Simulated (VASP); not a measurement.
# Si32C33 (a cell with a defect) in VASP: single point with PBEsol

Aim: the single point of Si32C33 (a cell with a defect) with PBEsol.

Program: VASP 6.6.1. These are calculated values, not measurements. Logs are shortened: lines on timing, memory, paths and dates and some standing lists are left out, and cuts for length are marked.

### Step 1. The cell of the first run

The cell holds a defect, 65 atoms: a = 8.714 Å, b = 8.714 Å, c = 8.714 Å, α = 90.00°, β = 90.00°, γ = 90.00°.

### Step 2. Single point, PBEsol, collinear spin

Contents of INCAR:

```
  PREC = Accurate
  ENCUT = 520
  EDIFF = 1E-6
  ISMEAR = -1
  SIGMA = 0.05
  LREAL = Auto
  LASPH = T
  NELM = 200
  ALGO = Normal
  ISIF = 2
  LWAVE = F
  LCHARG = T
  ISPIN = 2
  MAGMOM = 0 0 0 0 0 0 0 0.167 0 0 0 0 0 0 0 0.167 0 0 0 0 0 0 0 0.167 0 0 0 0 0 0 0 0.167 0 0 0 0 0 0 0 0.167 0 0 0 0 0 0 0 0 0 0 0 0 0 0 0 0 0 0 0 0 0 0 0 0 0.167
  LORBIT = 11
  GGA = PS
  LELF = T
  LVHAR = T
  NELECT = 259.0
  ISYM = -1
  NBANDS = 172
  GGA_COMPAT = F
```

Contents of KPOINTS:

```
explicit points
1
Reciprocal
  0.25000000   0.25000000   0.25000000 1
```

Contents of POSCAR:

```
Si32C33
1.0
    8.7137060000      0.0000000000      0.0000000000
    0.0000000000      8.7137060000      0.0000000000
    0.0000000000      0.0000000000      8.7137060000
Si C
32 33
Direct
    0.9989440000      0.0006250000      0.9999190000
    0.0012520000      0.0029790000      0.4981820000
    0.0026170000      0.4984800000      0.0041990000
    0.0029490000      0.4983660000      0.4977310000
    0.4991460000      0.0010390000      0.0003920000
    0.5005460000      0.9983430000      0.5011420000
    0.4991240000      0.5002340000      0.0004700000
    0.4761780000      0.4905950000      0.4835110000
    0.2499410000      0.2489450000      0.9999650000
    0.2476900000      0.2459630000      0.4981180000
    0.2455820000      0.7512300000      0.0045000000
    0.2467190000      0.7511710000      0.4983500000
    0.7496190000      0.2488930000      0.9998290000
    0.7489720000      0.2503630000      0.5009160000
    0.7495050000      0.7496100000      0.0010430000
    0.7742860000      0.7589590000      0.4805600000
    0.2500150000      0.0005990000      0.2493510000
    0.2476410000      0.0032340000      0.7508580000
    0.2462310000      0.4982190000      0.2447710000
    0.2462230000      0.4986810000      0.7517680000
    0.7496590000      0.0008290000      0.2488550000
    0.7481020000      0.9986510000      0.7486760000
    0.7501770000      0.5001050000      0.2482940000
    0.7743350000      0.4900400000      0.7646580000
    0.9990660000      0.2488260000      0.2491840000
    0.0014010000      0.2459200000      0.7507280000
    0.0034850000      0.7511480000      0.2446700000
    0.0028410000      0.7509640000      0.7512820000
    0.4993690000      0.2488370000      0.2493030000
    0.5006590000      0.2504640000      0.7486500000
    0.4992690000      0.7494720000      0.2479930000
    0.4739170000      0.7599960000      0.7681500000
    0.1247780000      0.1249220000      0.1248260000
    0.1247310000      0.1247460000      0.6252120000
    0.1247140000      0.6250690000      0.1247170000
    0.1247860000      0.6249030000      0.6248540000
    0.6247250000      0.1253700000      0.1248920000
    0.6247940000      0.1248030000      0.6248050000
    0.6247750000      0.6248120000      0.1247500000
    0.5491120000      0.6252010000      0.6291520000
    0.3754130000      0.3737880000      0.1244580000
    0.3696270000      0.3713820000      0.6254870000
    0.3750670000      0.8762050000      0.1252170000
    0.3691830000      0.8789050000      0.6250120000
    0.8742970000      0.3737540000      0.1250730000
    0.8809530000      0.3704080000      0.6243550000
    0.8743100000      0.8761180000      0.1244520000
    0.8793710000      0.8779860000      0.6253970000
    0.3763350000      0.1235140000      0.3752940000
    0.3760060000      0.1263720000      0.8746250000
    0.3664030000      0.6269480000      0.3661370000
    0.3645390000      0.6228550000      0.8846280000
    0.8734670000      0.1261110000      0.3750050000
    0.8732330000      0.1234980000      0.8744630000
    0.8850650000      0.6226820000      0.3649630000
    0.8829690000      0.6275060000      0.8833260000
    0.1258740000      0.3728700000      0.3732240000
    0.1236200000      0.3729680000      0.8763500000
    0.1240850000      0.8769260000      0.3735280000
    0.1254460000      0.8770570000      0.8762590000
    0.6236380000      0.3777060000      0.3763010000
    0.6264860000      0.3777660000      0.8732450000
    0.6261340000      0.8726310000      0.3752770000
    0.6228800000      0.8729100000      0.8744180000
    0.7000040000      0.6230640000      0.6204560000
```

Potentials or basis: VASP PAW PBE potentials, release 64 (Si, C).

On the command line:

```
$ cat potpaw_PBE.64/Si/POTCAR potpaw_PBE.64/C/POTCAR > POTCAR
$ mpirun -np 1 vasp_std > vasp.out
```

OUTCAR:

```text
PREC = Accurate
   ENCUT = 520
   EDIFF = 1E-6
   ISMEAR = -1
   LREAL = Auto
   LASPH = T
   NELM = 200
   ISIF = 2
   ISPIN = 2
   LORBIT = 11
   GGA = PS
   NELECT = 259.0
   ISYM = -1

 ion  position               nearest neighbor table
   1  0.999  0.001  1.000-  47 1.88  60 1.88  54 1.88  33 1.89  27 3.05  26 3.05  11 3.06  25 3.07
                            13 3.07  18 3.07  21 3.07  28 3.07   9 3.08  15 3.08  17 3.08  22 3.09
   2  0.001  0.003  0.498-  34 1.87  59 1.88  48 1.88  53 1.88  16 2.91  10 3.02  25 3.05  26 3.05
                            12 3.06  17 3.07  18 3.08  14 3.08  21 3.09  22 3.10  28 3.11  27 3.11
   3  0.003  0.498  0.004-  35 1.86  56 1.86  45 1.88  58 1.88  24 2.88  19 2.98  27 3.04  25 3.05
                            11 3.05  20 3.06  23 3.06   9 3.06  13 3.10  15 3.11  28 3.11  26 3.12
   4  0.003  0.498  0.498-  57 1.88  55 1.89  36 1.89  46 1.89  16 3.02  19 3.06  12 3.06  24 3.06
                            10 3.06  20 3.06  25 3.07  14 3.09  23 3.09  26 3.11  27 3.12  28 3.12
   5  0.499  0.001  0.000-  43 1.88  50 1.88  37 1.88  64 1.90  32 2.92  29 3.06   9 3.06  17 3.07
                            13 3.07  21 3.07  31 3.08  22 3.09  18 3.09  30 3.09  15 3.09  11 3.10
   6  0.501  0.998  0.501-  38 1.88  44 1.89  49 1.89  63 1.90  22 3.05  30 3.08  14 3.08  10 3.08
                            12 3.09  21 3.09  31 3.09  17 3.10  29 3.10  18 3.10  32 3.13
   7  0.499  0.500  0.000-  52 1.88  41 1.88  39 1.88  62 1.90  32 3.04  31 3.06  19 3.06  23 3.07
                            15 3.08  29 3.08   9 3.08  30 3.09  20 3.09  13 3.09  11 3.11
   8  0.476  0.491  0.484-  51 1.84  40 1.84  42 1.86  61 1.87  65 2.56  19 2.89  10 2.92  29 2.94
                            12 3.03  31 3.06  20 3.08  30 3.12  23 3.15
   9  0.250  0.249  1.000-  58 1.88  50 1.88  33 1.88  41 1.89  19 3.04  18 3.05   3 3.06   5 3.06
                            17 3.07  26 3.07  20 3.07  29 3.07   1 3.08  25 3.08   7 3.08  30 3.09
  10  0.248  0.246  0.498-  34 1.87  57 1.88  49 1.88  42 1.89   8 2.92   2 3.02  17 3.04  18 3.05
                             4 3.06  25 3.07  26 3.07  29 3.08   6 3.08  30 3.10  19 3.12  20 3.12
  11  0.246  0.751  0.005-  35 1.85  52 1.85  60 1.88  43 1.89  32 2.86  27 2.97  19 3.04  17 3.05
                             3 3.05  28 3.06   1 3.06  31 3.06   5 3.10   7 3.11  20 3.11  18 3.12
  12  0.247  0.751  0.498-  59 1.88  36 1.89  51 1.89  44 1.90   8 3.03   4 3.06  28 3.06  27 3.06
                             2 3.06  17 3.07  32 3.07   6 3.09  31 3.10  18 3.11  20 3.12  19 3.12
  13  0.750  0.249  1.000-  37 1.88  54 1.88  45 1.89  62 1.90  24 2.94  21 3.06   1 3.07   5 3.07
                            25 3.07  23 3.08  29 3.08  30 3.08  26 3.09  22 3.09   7 3.09   3 3.10
  14  0.749  0.250  0.501-  38 1.88  53 1.88  46 1.89  61 1.90  30 3.06  22 3.08   2 3.08   6 3.08
                            29 3.09  21 3.09  25 3.09   4 3.09  26 3.09  23 3.10  24 3.11
  15  0.750  0.750  0.001-  39 1.88  56 1.88  47 1.89  64 1.89  23 3.06  31 3.06  27 3.07  24 3.07
                            21 3.07   7 3.08   1 3.08  22 3.09   5 3.09  28 3.10   3 3.11  32 3.15
  16  0.774  0.759  0.481-  65 1.82  55 1.83  63 1.87  48 1.87  27 2.87   2 2.91  21 2.93   4 3.02
                            23 3.04  28 3.09  31 3.14  22 3.14
  17  0.250  0.001  0.249-  43 1.88  59 1.88  33 1.88  49 1.89  10 3.04  11 3.05  27 3.06  29 3.07
[... 62 lines left out ...]
  64  0.623  0.873  0.874-  32 1.87  15 1.89  22 1.90   5 1.90
  65  0.700  0.623  0.620-  40 1.32  16 1.82  24 1.83   8 2.56

IMPORTANT INFORMATION: All symmetrisations will be switched off!
NOSYMM: (Re-)initialisation of all symmetry stuff for point group C_1.

----------------------------------------------------------------------------------------

                                     Primitive cell

  volume of cell :     661.6201

  direct lattice vectors                    reciprocal lattice vectors
     8.713706000  0.000000000  0.000000000     0.114761733  0.000000000  0.000000000
     0.000000000  8.713706000  0.000000000     0.000000000  0.114761733  0.000000000
     0.000000000  0.000000000  8.713706000     0.000000000  0.000000000  0.114761733

  length of vectors
     8.713706000  8.713706000  8.713706000     0.114761733  0.114761733  0.114761733

  position of ions in fractional coordinates (direct lattice)
     0.998944000  0.000625000  0.999919000
     0.001252000  0.002979000  0.498182000
     0.002617000  0.498480000  0.004199000
     0.002949000  0.498366000  0.497731000
     0.499146000  0.001039000  0.000392000
     0.500546000  0.998343000  0.501142000
[... 57 lines left out ...]
     0.622880000  0.872910000  0.874418000
     0.700004000  0.623064000  0.620456000

[... 109 lines left out ...]
   NUPDOWN=      -1.0000    fix difference up-down
   EMIN   =  10.00;   EMAX   =-10.00  energy-range for DOS
   EFERMI =   0.00;   METHOD = LEGACY
   ISMEAR =    -1;   SIGMA  =   0.05  broadening in eV -4-tet -1-fermi 0-gaus
   EFERMI_NEDOS =   21; number of points for ismear=-14 and -15
   IALGO  =     38    algorithm
   IMIX   =      4    mixing-type and parameters
     AMIX     =   0.40;   BMIX     =  1.00
     AMIX_MAG =   1.60;   BMIX_MAG =  1.00
  volume/ion in A,a.u.               =      10.18        68.69
  Fermi-wavevector in a.u.,A,eV,Ry     =   1.197582  2.263101 19.513505  1.434202
  Thomas-Fermi vector in A             =   2.333493
   LORBIT       =     11    0 simple, 1 ext, 2 COOP (PROOUT), +10 PAW based schemes
   GGA     = PS    functional components
   LHFCALC =     F    Hartree Fock is set to
   AEXX    =    0.0000 exact exchange contribution
   IVDW    =     0    specifies the selected vdW correction
   LEPSILON=     F    determine dielectric tensor
   LRPA    =     F    only Hartree local field effects (RPA)
 spin polarized calculation
  energy-cutoff  :      520.00
  volume of cell :      661.62
 maximum number of plane-waves:     17779
 NGX is ok and might be reduce to    64
   NGX = 33   NGY = 33   NGZ = 33

 number of electron     258.9999985 magnetization       0.9984294

 Free energy of the ion-electron system (eV)
  ---------------------------------------------------
  ext. energy  EPLUGINS =         0.00000000
  ---------------------------------------------------
  free energy    TOTEN  =      -521.94203623 eV

  energy without entropy =     -521.93028045  energy(sigma->0) =     -521.93615834

 E-fermi :   9.5547     XC(G=0): -11.5422

 val. band max:        9.3707450997   @ k =   0.2500   0.2500   0.2500
 cond. band min:       9.7402532744   @ k =   0.2500   0.2500   0.2500
 fundamental gap:      0.3695081747
 Fermi energy:         9.5546687044

 spin component 1

 k-point     1 :       0.2500    0.2500    0.2500
  band No.  band energies     occupation
      1      -7.8195      1.00000
      2      -6.8456      1.00000
      3      -6.2622      1.00000
      4      -6.2517      1.00000
      5      -5.8823      1.00000
      6      -5.4899      1.00000
[... 133 lines left out ...]
    140      12.2642      0.00000
    141      12.3570      0.00000
 Fermi energy:         9.5546687044

 spin component 2

 k-point     1 :       0.2500    0.2500    0.2500
  band No.  band energies     occupation
      1      -7.5736      1.00000
      2      -6.7993      1.00000
      3      -6.2505      1.00000
      4      -6.2414      1.00000
      5      -5.8524      1.00000
      6      -5.4787      1.00000
[... 133 lines left out ...]
    140      12.2807      0.00000
    141      12.3680      0.00000
 [bands above 141 left out]

------------------------ aborting loop because EDIFF is reached ----------------------------------------

  FORCE on cell =-STRESS in cart. coord.  units (eV):
  Direction    XX          YY          ZZ          XY          YZ          ZX
  --------------------------------------------------------------------------------------
  -------------------------------------------------------------------------------------
  Total       12.9128471     -1.1956839      7.7656805     -6.5812156     -4.5299615     -7.3398500
  in kB       31.2697122     -2.8954647     18.8053487    -15.9370520    -10.9697414    -17.7741590
  external PRESSURE =      15.7265321 kB  Pullay stress =       0.0000000 kB

 VOLUME and BASIS-vectors are now :
 -----------------------------------------------------------------------------
  energy-cutoff  :      520.00
  volume of cell :      661.62
      direct lattice vectors                 reciprocal lattice vectors
     8.713706000  0.000000000  0.000000000     0.114761733  0.000000000  0.000000000
     0.000000000  8.713706000  0.000000000     0.000000000  0.114761733  0.000000000
     0.000000000  0.000000000  8.713706000     0.000000000  0.000000000  0.114761733

 POSITION                                       TOTAL-FORCE (eV/Angst)
 -----------------------------------------------------------------------------------
      8.70450      0.00545      8.71300         0.003604     -0.002974     -0.000294
      0.01091      0.02596      4.34101        -0.001054     -0.001256      0.008106
      0.02280      4.34361      0.03659         0.001355     -0.011386     -0.004279
      0.02570      4.34261      4.33708        -0.002930     -0.002594      0.005351
      4.34941      0.00905      0.00342        -0.000776     -0.003210     -0.003205
      4.36161      8.69927      4.36680        -0.005526      0.000377      0.001213
[... 57 lines left out ...]
      5.42759      7.60628      7.61942        -0.000176     -0.004602      0.001091
      6.09963      5.42920      5.40647         0.069771      0.010760     -0.013076
 -----------------------------------------------------------------------------------
    total drift:                                0.004887      0.024764     -0.008098

  FREE ENERGIE OF THE ION-ELECTRON SYSTEM (eV)
  ---------------------------------------------------
  free  energy   TOTEN  =      -521.9420362303 eV

  energy  without entropy=     -521.9302804489  energy(sigma->0) =     -521.93615834

 total charge

# of ion       s       p       d       tot
------------------------------------------
    1        0.707   0.975   0.000   1.682
    2        0.709   0.976   0.000   1.685
    3        0.710   0.987   0.000   1.697
    4        0.707   0.966   0.000   1.674
    5        0.706   0.970   0.000   1.676
    6        0.705   0.964   0.000   1.669
[... 57 lines left out ...]
   64        0.832   1.688   0.000   2.519
   65        0.920   1.713   0.000   2.633
--------------------------------------------------
tot         50.410  87.499   0.000 137.910

 magnetization (x)

# of ion       s       p       d       tot
------------------------------------------
    1       -0.000   0.000   0.000   0.000
    2        0.000  -0.000   0.000  -0.000
    3        0.001   0.004   0.000   0.005
    4        0.000   0.000   0.000   0.001
    5       -0.000  -0.000   0.000  -0.000
    6       -0.000   0.000   0.000   0.000
[... 57 lines left out ...]
   64       -0.000  -0.001   0.000  -0.001
   65        0.005   0.139   0.000   0.144
--------------------------------------------------
tot          0.061   0.459   0.000   0.520
```

It took 14 min on 1 thread of Intel Xeon Platinum 8259CL at 2.50GHz (Skylake/Cascade Lake), shared host; peak memory 0.96 GiB.

What came out:

- Free energy: -521.9420 eV
- Largest force: 0.072 eV/Å
- Net moment: 1.00 μB per cell
- Site moments: Si +0.00, -0.00, +0.01, +0.02 (each value once); C -0.00, +0.01, +0.00, +0.20, +0.03, +0.14 (each value once) μB
- Valence electrons inside the program's atomic spheres: Si 1.68, 1.69, 1.70, 1.67, 1.72, 1.71, 1.73 (each value once); C 2.53, 2.56, 2.58, 2.54, 2.64, 2.52, 2.51, 2.63 (each value once)

Forces in eV/Å, atoms in the order of the input:
```
Si   0.004 -0.003  0.000
Si  -0.001 -0.001  0.008
Si   0.001 -0.011 -0.004
Si  -0.003 -0.003  0.005
Si  -0.001 -0.003 -0.003
Si  -0.006  0.000  0.001
Si   0.005 -0.002 -0.001
Si   0.003 -0.024  0.027
Si   0.001 -0.005 -0.001
Si  -0.002  0.000  0.011
Si   0.000  0.010 -0.001
Si   0.002  0.002  0.004
Si  -0.001 -0.002  0.000
Si   0.000  0.002  0.004
Si  -0.002  0.001 -0.001
Si   0.001  0.021  0.032
Si   0.000 -0.003 -0.002
Si   0.001  0.001 -0.005
Si  -0.001 -0.011  0.001
Si   0.003 -0.004 -0.005
Si   0.002  0.001 -0.002
Si   0.001 -0.005 -0.005
Si  -0.002  0.000 -0.002
Si  -0.007 -0.023 -0.020
Si  -0.001 -0.004  0.000
Si   0.002 -0.001 -0.007
Si   0.001  0.010 -0.001
Si  -0.002  0.004 -0.004
Si   0.001 -0.003  0.000
Si  -0.004  0.002 -0.006
Si  -0.001  0.001 -0.001
Si  -0.002  0.027 -0.019
C    0.001  0.002  0.003
C    0.002 -0.001  0.001
C    0.002  0.009  0.003
C    0.003  0.000  0.003
C    0.003  0.003  0.002
C    0.001  0.001  0.002
C    0.002  0.001  0.003
C   -0.071 -0.009 -0.002
C   -0.004 -0.001  0.003
C   -0.006 -0.009 -0.005
C   -0.009 -0.006  0.003
C   -0.002  0.013  0.000
C   -0.005  0.002  0.000
C    0.010 -0.007  0.000
C   -0.004 -0.004  0.006
C    0.007  0.011  0.006
C   -0.008  0.007 -0.011
C   -0.001  0.004  0.001
C    0.013  0.017  0.010
C    0.007 -0.009  0.002
C   -0.001  0.002 -0.003
C    0.000  0.002  0.004
C   -0.007 -0.012  0.006
C   -0.008  0.009 -0.009
C   -0.002  0.004 -0.004
C   -0.002 -0.003  0.003
C    0.000 -0.004 -0.011
C    0.013 -0.007 -0.002
C    0.006  0.000 -0.004
C    0.000  0.006 -0.002
C   -0.002 -0.002 -0.001
C    0.000 -0.005  0.001
C    0.070  0.011 -0.013
```

Caveat: the cell carries a net charge on a neutralising background, which shifts energy and pressure; the cell is charged against a uniform background, so pressure and absolute levels hang on convention; the PAW data sets were made with another functional, which shifts forces and pressure a little.
